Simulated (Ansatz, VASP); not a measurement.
**SiC: VASP beside Ansatz**

INCAR

```
SYSTEM = SiC
ALGO = Normal
EDIFF = 1E-6
ENCUT = 520
GGA = PE
ISIF = 2
ISMEAR = 0
LASPH = .True.
LCHARG = .False.
LREAL = .False.
LWAVE = .False.
NBANDS = 26
NELM = 60
PREC = Accurate
SIGMA = 0.01
```

KPOINTS

```
k-points
0
Gamma
  12 12 4
  0 0 0
```

Contents of POSCAR:

```
SiC
1.0
    3.0775550346      0.0000000001      0.0000000000
   -1.5387775174      2.6652408415      0.0000000000
    0.0000000000      0.0000000000     10.0767227875
Si C
4 4
Direct
    0.0000000000      0.0000000000     -0.0001405664
    0.3333333333      0.6666666667      0.2499083814
    0.0000000000      0.0000000000      0.4998594336
    0.6666666667      0.3333333333      0.7499083814
    0.0000000000      0.0000000000      0.1872833956
    0.3333333333      0.6666666667      0.4379487895
    0.0000000000      0.0000000000      0.6872833956
    0.6666666667      0.3333333333      0.9379487895
```

Input for Ansatz:

```yaml
crystal:
  lattice:
    - [3.0775550346, 1.0e-10, 0.0]
    - [-1.5387775174, 2.6652408415, 0.0]
    - [0.0, 0.0, 10.0767227875]
  atoms:
    - { symbol: Si, position: [0.0, 0.0, -0.0001405664] }
    - { symbol: Si, position: [0.3333333333, 0.6666666667, 0.2499083814] }
    - { symbol: Si, position: [0.0, 0.0, 0.4998594336] }
    - { symbol: Si, position: [0.6666666667, 0.3333333333, 0.7499083814] }
    - { symbol: C, position: [0.0, 0.0, 0.1872833956] }
    - { symbol: C, position: [0.3333333333, 0.6666666667, 0.4379487895] }
    - { symbol: C, position: [0.0, 0.0, 0.6872833956] }
    - { symbol: C, position: [0.6666666667, 0.3333333333, 0.9379487895] }
kpoints:
  mp_grid: { grid: [12, 12, 4] }
  band_path:
    path:
      - [0.0, 0.0, 0.0]
      - [0.5, 0.0, 0.0]
      - [0.3333333333, 0.3333333333, 0.0]
      - [0.0, 0.0, 0.5]
      - [0.5, 0.0, 0.5]
      - [0.3333333333, 0.3333333333, 0.5]
      - [0.0, 0.5, 0.0]
    npoints: 1
hamiltonian:
  xc: pbe
scf:
  occupations: { method: fixed }
  n_extra_bands: 6
output:
  forces: true
  stress: true
  eigenvalues: true
```

Alike in both runs: task single point; functional PBE; k mesh 12 × 12 × 4; no spin polarisation.

|  | VASP | Ansatz |
| --- | --- | --- |
| version | VASP 6.6.1 | Ansatz 0.2.0 |
| potentials or method | VASP PAW PBE potentials, release 64 (Si, C) | plane waves, PAW |
| plane-wave cutoff (eV) | 520 | 420 |
| occupations | gaussian, width 0.01 eV | fixed |
| valence electrons in the cell | 32 | 32 |

```csv
,VASP,Ansatz,Ansatz less VASP
gap on the k mesh at the Fermi level (eV),2.22,2.23,+0.001
pressure (GPa),3.5,3.5,+0.06
"traceless stress, the component that is largest in VASP (GPa)",-0.08,-0.08,-0.004
```
